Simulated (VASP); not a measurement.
# Zr (Fm-3m) in VASP: further runs, part 2 of 2

VASP 6.6.1.

## (3) Single point, PBE

This run uses another cell than the first one, of 22.47 Å³/atom, 1.032 times its volume.

The input, INCAR:

```
  ALGO = Normal
  EDIFF = 1E-7
  ENCUT = 520
  GGA = PE
  ISIF = 2
  ISMEAR = 0
  LASPH = T
  LCHARG = F
  LREAL = F
  LWAVE = F
  NBANDS = 12
  NELM = 80
  PREC = Accurate
  SIGMA = 0.1
```

The input, KPOINTS:

```
k-points
0
Gamma
  9 9 9
```

The input, POSCAR:

```
Zr
1.0
    0.0000000000      2.2398653158      2.2398653158
    2.2398653158      0.0000000000      2.2398653158
    2.2398653158      2.2398653158      0.0000000000
Zr
1
Direct
    0.0000000000      0.0000000000      0.0000000000
```

Potentials or basis: VASP PAW PBE potentials, release 64 (Zr_sv).

The run is started by

```sh
> cat potpaw_PBE.64/Zr_sv/POTCAR > POTCAR
> mpirun -np 1 vasp_std > vasp.out
```

OUTCAR:

```text
EDIFF = 1E-7
   ENCUT = 520
   GGA = PE
   ISIF = 2
   ISMEAR = 0
   LASPH = T
   LREAL = F
   NELM = 80
   PREC = Accurate

 ion  position               nearest neighbor table
   1  0.000  0.000  0.000-

  LATTYP: Found a face centered cubic cell.
 ALAT       =     4.4797306316

  Lattice vectors:

 A1 = (   0.0000000000,   2.2398653158,   2.2398653158)
 A2 = (   2.2398653158,   0.0000000000,   2.2398653158)
 A3 = (   2.2398653158,   2.2398653158,   0.0000000000)

Analysis of symmetry for initial positions (statically):
=====================================================================
 Subroutine PRICEL returns:
 Original cell was already a primitive cell.

 Routine SETGRP: Setting up the symmetry group for a
 face centered cubic supercell.

 Subroutine GETGRP returns: Found 48 space group operations
 (whereof 48 operations were pure point group operations)
 out of a pool of 48 trial point group operations.

The static configuration has the point symmetry O_h .

Analysis of symmetry for dynamics (positions and initial velocities):
=====================================================================
 Subroutine PRICEL returns:
 Original cell was already a primitive cell.

 Routine SETGRP: Setting up the symmetry group for a
 face centered cubic supercell.

 Subroutine GETGRP returns: Found 48 space group operations
 (whereof 48 operations were pure point group operations)
 out of a pool of 48 trial point group operations.

The dynamic configuration has the point symmetry O_h .

 Subroutine INISYM returns: Found 48 space group operations
 (whereof 48 operations are pure point group operations),
 and found     1 'primitive' translations

----------------------------------------------------------------------------------------

                                     Primitive cell

  volume of cell :      22.4748

  direct lattice vectors                    reciprocal lattice vectors
     0.000000000  2.239865316  2.239865316    -0.223227708  0.223227708  0.223227708
     2.239865316  0.000000000  2.239865316     0.223227708 -0.223227708  0.223227708
     2.239865316  2.239865316  0.000000000     0.223227708  0.223227708 -0.223227708

  length of vectors
     3.167647907  3.167647907  3.167647907     0.386641731  0.386641731  0.386641731

  position of ions in fractional coordinates (direct lattice)
     0.000000000  0.000000000  0.000000000

  ion indices of the primitive-cell ions
   primitive index   ion index
                 1           1

----------------------------------------------------------------------------------------

 KPOINTS: k-points

Automatic generation of k-mesh.
 Grid dimensions read from file:
 generate k-points for:    9    9    9

 Generating k-lattice:

  Cartesian coordinates                     Fractional coordinates (reciprocal lattice)
    -0.024803079  0.024803079  0.024803079     0.111111111  0.000000000  0.000000000
     0.024803079 -0.024803079  0.024803079     0.000000000  0.111111111  0.000000000
     0.024803079  0.024803079 -0.024803079     0.000000000  0.000000000  0.111111111

  Length of vectors
     0.042960192  0.042960192  0.042960192

  Shift w.r.t. Gamma in fractional coordinates (k-lattice)
     0.000000000  0.000000000  0.000000000

 Subroutine IBZKPT returns following result:
 ===========================================

 Found     35 irreducible k-points:

 Following reciprocal coordinates:
            Coordinates               Weight
  0.000000  0.000000  0.000000      1.000000
  0.111111  0.000000  0.000000      8.000000
  0.222222  0.000000  0.000000      8.000000
  0.333333  0.000000  0.000000      8.000000
  0.444444  0.000000  0.000000      8.000000
  0.111111  0.111111  0.000000      6.000000
[... 16 lines left out ...]
 -0.333333  0.333333  0.000000     12.000000
  0.444444  0.444444  0.000000      6.000000
 [... further k-points ...]
   k-points           NKPTS =     35   k-points in BZ     NKDIM =     35   number of bands    NBANDS=     12
   number of dos      NEDOS =    301   number of ions     NIONS =      1
   total plane-waves  NPLWV =  13824
   dimension x,y,z NGX =    24 NGY =   24 NGZ =   24
   dimension x,y,z NGXF=    48 NGYF=   48 NGZF=   48
   ions per type =               1
   NGX,Y,Z   is equivalent  to a cutoff of  12.60, 12.60, 12.60 a.u.
   NGXF,Y,Z  is equivalent  to a cutoff of  25.19, 25.19, 25.19 a.u.
 SYSTEM =  unknown system
   PREC   = accura    normal or accurate (medium, high low for compatibility)
   ISTART =      0    job   : 0-new  1-cont  2-samecut
   ICHARG =      2    charge: 1-file 2-atom 10-const
   ISPIN  =      1    spin polarized calculation?
   LNONCOLLINEAR =      F non collinear calculations
   LSORBIT =      F    spin-orbit coupling
   LASPH  =      T    aspherical Exc in radial PAW
   ENCUT  =  520.0 eV  38.22 Ry    6.18 a.u.   5.89  5.89  5.89*2*pi/ulx,y,z
   NELM   =     80;   NELMIN=  2; NELMDL= -5     # of ELM steps
   EDIFF  = 0.1E-06   stopping-criterion for ELM
   LREAL  =      F    real-space projection
   EDIFFG = 0.1E-05   stopping-criterion for IOM
   NSW    =      0    number of steps for IOM
   IBRION =     -1    ionic relax: 0-MD 1-quasi-New 2-CG
   NFREE  =      0    steps in history (QN), initial steepest desc. (CG)
   ISIF   =      2    stress and relaxation
   ISYM   =      2    0-nonsym 1-usesym 2-fastsym
   POTIM  = 0.5000    time-step for ionic-motion
   TEBEG  =    0.0;   TEEND  =   0.0 temperature during run
   PSTRESS=    0.0 pullay stress
   NELECT =      12.0000    total number of electrons
   NUPDOWN=      -1.0000    fix difference up-down
   EMIN   =  10.00;   EMAX   =-10.00  energy-range for DOS
   EFERMI =   0.00;   METHOD = LEGACY
   ISMEAR =     0;   SIGMA  =   0.10  broadening in eV -4-tet -1-fermi 0-gaus
   EFERMI_NEDOS =   21; number of points for ismear=-14 and -15
   IALGO  =     38    algorithm
   IMIX   =      4    mixing-type and parameters
     AMIX     =   0.40;   BMIX     =  1.00
     AMIX_MAG =   1.60;   BMIX_MAG =  1.00
  volume/ion in A,a.u.               =      22.47       151.67
  Fermi-wavevector in a.u.,A,eV,Ry     =   1.328118  2.509779 23.999283  1.763898
  Thomas-Fermi vector in A             =   2.457380
   LORBIT       =      0    0 simple, 1 ext, 2 COOP (PROOUT), +10 PAW based schemes
   GGA     = PE    functional components
   LHFCALC =     F    Hartree Fock is set to
   AEXX    =    0.0000 exact exchange contribution
   IVDW    =     0    specifies the selected vdW correction
   LEPSILON=     F    determine dielectric tensor
   LRPA    =     F    only Hartree local field effects (RPA)
 non-spin polarized calculation
 Gauss-broadening in eV      SIGMA  =   0.10
  energy-cutoff  :      520.00
  volume of cell :       22.47
 maximum number of plane-waves:       620
   NGX = 11   NGY = 11   NGZ = 11

 number of electron      12.0000000 magnetization

 Free energy of the ion-electron system (eV)
  ---------------------------------------------------
  ext. energy  EPLUGINS =         0.00000000
  ---------------------------------------------------
  free energy    TOTEN  =        -8.46747028 eV

  energy without entropy =       -8.45458119  energy(sigma->0) =       -8.46102574

 E-fermi :   9.3643     XC(G=0): -11.2425

 val. band max:        9.3615262091   @ k =   0.2222   0.0000   0.0000
 cond. band min:       9.3725587189   @ k =  -0.3333   0.3333   0.1111
 fundamental gap:      0.0110325099
 Fermi energy:         9.3643166038

 k-point     1 :       0.0000    0.0000    0.0000
  band No.  band energies     occupation
      1     -39.3489      2.00000
      2     -16.8141      2.00000
      3     -16.8141      2.00000
      4     -16.8141      2.00000
      5       3.6758      2.00000
      6      10.2784      0.00000
      7      10.2784      0.00000
      8      10.2784      0.00000
      9      12.8028      0.00000
     10      12.8028      0.00000
     11      19.8566      0.00000
     12      24.1613      0.00000
[... 331 lines left out ...]
 k-point    24 :       0.4444    0.4444    0.0000
  band No.  band energies     occupation
      1     -39.1398      2.00000
      2     -17.7888      2.00000
      3     -17.1826      2.00000
      4     -17.1826      2.00000
      5       6.2316      2.00000
      6       7.0563      2.00000
      7      12.1480      0.00000
      8      14.6078      0.00000
      9      14.8185      0.00000
     10      14.8185      0.00000
     11      19.8631      0.00000
     12      19.8631      0.00000

 [... further k-points ...]

------------------------ aborting loop because EDIFF is reached ----------------------------------------

  FORCE on cell =-STRESS in cart. coord.  units (eV):
  Direction    XX          YY          ZZ          XY          YZ          ZX
  --------------------------------------------------------------------------------------
  -------------------------------------------------------------------------------------
  Total        0.4593724      0.4593724      0.4593724     -0.0000000      0.0000000     -0.0000000
  in kB       32.7476235     32.7476235     32.7476235     -0.0000000      0.0000000     -0.0000000
  external PRESSURE =      32.7476235 kB  Pullay stress =       0.0000000 kB

 VOLUME and BASIS-vectors are now :
 -----------------------------------------------------------------------------
  energy-cutoff  :      520.00
  volume of cell :       22.47
      direct lattice vectors                 reciprocal lattice vectors
     0.000000000  2.239865316  2.239865316    -0.223227708  0.223227708  0.223227708
     2.239865316  0.000000000  2.239865316     0.223227708 -0.223227708  0.223227708
     2.239865316  2.239865316  0.000000000     0.223227708  0.223227708 -0.223227708

 POSITION                                       TOTAL-FORCE (eV/Angst)
 -----------------------------------------------------------------------------------
      0.00000      0.00000      0.00000         0.000000      0.000000      0.000000
 -----------------------------------------------------------------------------------
    total drift:                               -0.000000      0.000000      0.000000

  FREE ENERGIE OF THE ION-ELECTRON SYSTEM (eV)
  ---------------------------------------------------
  free  energy   TOTEN  =        -8.4674702844 eV

  energy  without entropy=       -8.4545811888  energy(sigma->0) =       -8.46102574
```

OSZICAR:

```text
N       E                     dE             d eps       ncg     rms          rms(c)
DAV:   1     0.873429218162E+02    0.87343E+02   -0.69817E+03   848   0.101E+03
DAV:   2    -0.592677487407E+01   -0.93270E+02   -0.90203E+02   984   0.268E+02
DAV:   3    -0.871525026361E+01   -0.27885E+01   -0.27527E+01  1260   0.405E+01
DAV:   4    -0.878271831167E+01   -0.67468E-01   -0.67439E-01   968   0.581E+00
DAV:   5    -0.878441185813E+01   -0.16935E-02   -0.16935E-02  1248   0.705E-01    0.108E+01
DAV:   6    -0.851210119423E+01    0.27231E+00   -0.36642E-01   904   0.564E+00    0.439E+00
DAV:   7    -0.846414145762E+01    0.47960E-01   -0.19496E-01  1000   0.394E+00    0.715E-01
DAV:   8    -0.846748928466E+01   -0.33478E-02   -0.12083E-02   992   0.128E+00    0.997E-02
DAV:   9    -0.846747879544E+01    0.10489E-04   -0.43430E-04  1056   0.182E-01    0.232E-02
DAV:  10    -0.846747501157E+01    0.37839E-05   -0.14356E-05  1008   0.397E-02    0.682E-03
DAV:  11    -0.846747049139E+01    0.45202E-05   -0.19824E-06  1196   0.124E-02    0.149E-03
DAV:  12    -0.846747025904E+01    0.23235E-06   -0.36419E-08   716   0.176E-03    0.288E-04
DAV:  13    -0.846747028441E+01   -0.25368E-07   -0.77073E-09   496   0.903E-04
   1 F= -.84674703E+01 E0= -.84610257E+01  d E =-.128891E-01
```

stdout:

```text
POSCAR found type information on POSCAR Zr
 POSCAR found :  1 types and       1 ions
 scaLAPACK will be used
 LDA part: xc-table for (Slater+PW92), standard interpolation
 POSCAR, INCAR and KPOINTS ok, starting setup
 FFT: planning ... GRIDC
 FFT: planning ... GRID_SOFT
 FFT: planning ... GRID
 WAVECAR not read
 entering main loop
```

It took 8.6 s on 1 thread of Intel Xeon 8259CL, shared host; peak memory 0.14 GiB.

Results:

```yaml
Free_energy: -8.4675 eV
Pressure: 3.3 GPa
Band_gap_on_the_k_mesh: zero (band 6 reaches 10.28 eV, above the bottom of band 7 at 8.70 eV)
```

Levels at points of the mesh, in eV from the Fermi level:
```
           k point  band 3  band 4  band 5  band 6  band 7  band 8  band 9  band 10
(0.00, 0.00, 0.00)  -26.18  -26.18   -5.69    0.91    0.91    0.91    3.44     3.44
```

## (4) Single point, PBE

This run uses another cell than the first one, of 23.16 Å³/atom, 1.063 times its volume.

The input, INCAR:

```
SYSTEM = Zr
  PREC = Accurate
  ENCUT = 520
  EDIFF = 1E-7
  ISMEAR = 0
  SIGMA = 0.1
  LREAL = .FALSE.
  LASPH = .TRUE.
  NELM = 60
  ALGO = Normal
  ISIF = 2
  LWAVE = .FALSE.
  LCHARG = .FALSE.
  GGA = PE
  NBANDS = 12
```

The input, KPOINTS:

```
Automatic mesh
0
G
  9 9 9
  0 0 0
```

The input, POSCAR:

```
Zr
1.0
    0.0000000000      2.2624917494      2.2624917494
    2.2624917494      0.0000000000      2.2624917494
    2.2624917494      2.2624917494      0.0000000000
Zr
1
Direct
    0.0000000000      0.0000000000      0.0000000000
```

Potentials or basis: VASP PAW PBE potentials, release 64 (Zr_sv).

The run is started by

```sh
> cat potpaw_PBE.64/Zr_sv/POTCAR > POTCAR
> mpirun -np 1 vasp_std > vasp.out
```

OUTCAR:

```text
SYSTEM = Zr
   PREC = Accurate
   ENCUT = 520
   EDIFF = 1E-7
   ISMEAR = 0
   LREAL = .FALSE.
   LASPH = .TRUE.
   NELM = 60
   ISIF = 2
   GGA = PE

 ion  position               nearest neighbor table
   1  0.000  0.000  0.000-

  LATTYP: Found a face centered cubic cell.
 ALAT       =     4.5249834988

  Lattice vectors:

 A1 = (   0.0000000000,   2.2624917494,   2.2624917494)
 A2 = (   2.2624917494,   0.0000000000,   2.2624917494)
 A3 = (   2.2624917494,   2.2624917494,   0.0000000000)

[... 537 lines left out ...]
     12      19.2631      0.00000

 [... further k-points ...]

------------------------ aborting loop because EDIFF is reached ----------------------------------------

  FORCE on cell =-STRESS in cart. coord.  units (eV):
  Direction    XX          YY          ZZ          XY          YZ          ZX
  --------------------------------------------------------------------------------------
  -------------------------------------------------------------------------------------
  Total        0.0610924      0.0610924      0.0610924      0.0000000     -0.0000000      0.0000000
  in kB        4.2257767      4.2257767      4.2257767      0.0000000     -0.0000000      0.0000000
  external PRESSURE =       4.2257767 kB  Pullay stress =       0.0000000 kB

 VOLUME and BASIS-vectors are now :
 -----------------------------------------------------------------------------
  energy-cutoff  :      520.00
  volume of cell :       23.16
      direct lattice vectors                 reciprocal lattice vectors
     0.000000000  2.262491749  2.262491749    -0.220995281  0.220995281  0.220995281
     2.262491749  0.000000000  2.262491749     0.220995281 -0.220995281  0.220995281
     2.262491749  2.262491749  0.000000000     0.220995281  0.220995281 -0.220995281

 POSITION                                       TOTAL-FORCE (eV/Angst)
 -----------------------------------------------------------------------------------
      0.00000      0.00000      0.00000        -0.000000      0.000000     -0.000000
 -----------------------------------------------------------------------------------
    total drift:                                0.000000      0.000000     -0.000000

  FREE ENERGIE OF THE ION-ELECTRON SYSTEM (eV)
  ---------------------------------------------------
  free  energy   TOTEN  =        -8.4756345873 eV

  energy  without entropy=       -8.4634725818  energy(sigma->0) =       -8.46955358
```

stdout:

```text
POSCAR found type information on POSCAR Zr
 POSCAR found :  1 types and       1 ions
 scaLAPACK will be used
 LDA part: xc-table for (Slater+PW92), standard interpolation
 POSCAR, INCAR and KPOINTS ok, starting setup
 FFT: planning ... GRIDC
 FFT: planning ... GRID_SOFT
 FFT: planning ... GRID
 WAVECAR not read
 entering main loop
```

Wall time 10 s (1 thread of Intel Xeon 8259CL, shared host); peak memory 0.14 GiB.

Results:

| Quantity | Value |
| --- | --- |
| Free energy | -8.4756 eV |
| Pressure | 0.4 GPa |
| Band gap on the k mesh | zero (band 6 reaches 9.93 eV, above the bottom of band 7 at 8.37 eV) |

Levels at points of the mesh, in eV from the Fermi level:
| k point | band 4 | band 5 | band 6 | band 7 | band 8 | band 9 |
| --- | --- | --- | --- | --- | --- | --- |
| (0.00, 0.00, 0.00) | -26.27 | -5.62 | 0.92 | 0.92 | 0.92 | 3.35 |

## (5) Summary

| cell | gap on the mesh (eV) | pressure (GPa) |
| --- | --- | --- |
| a = 3.135 Å, angles 60.0°, 1 atom | none | 6.4 |
| a = 3.168 Å, angles 60.0°, 1 atom | none | 3.3 |
| a = 3.200 Å, angles 60.0°, 1 atom | none | 0.4 |

Alike in all rows: task single point; level PBE; potentials or basis VASP PAW PBE potentials, release 64 (Zr_sv); no spin polarisation; k mesh 9 × 9 × 9; cutoff (eV) 520; smearing gaussian 0.1 eV.

Total energies depend on the potentials used, so only differences within one code and one set of settings carry meaning.
